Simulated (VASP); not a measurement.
Ti:

```
CELL_PARAMETERS angstrom
2.86387 0.00000 0.00000
-1.43193 2.48018 0.00000
0.00000 0.00000 4.53999
ATOMIC_POSITIONS crystal
Ti 0.33333 0.66667 0.25000
Ti 0.66667 0.33333 0.75000
```

Base run:

```yaml
Program: VASP 6.6.1
Functional: LDA
Potentials_or_basis: VASP PAW LDA potentials, release 64 (Ti_sv)
Cutoff: 520 eV
k_mesh: 13 × 13 × 7
Occupations: fermi-dirac, width 0.2 eV
Spin: no spin polarisation
```

Its results: band gap on the k mesh zero (bands 12 and 13 overlap by 1.10 eV); pressure 0.6 GPa.

Problem. The run is repeated on the same cell with these changes: occupations from fermi-dirac, width 0.2 eV to gaussian, width 0.01 eV. What comes out?

Solution. Band gap on the k mesh zero (bands 12 and 13 overlap by 1.10 eV); pressure -0.3 GPa.
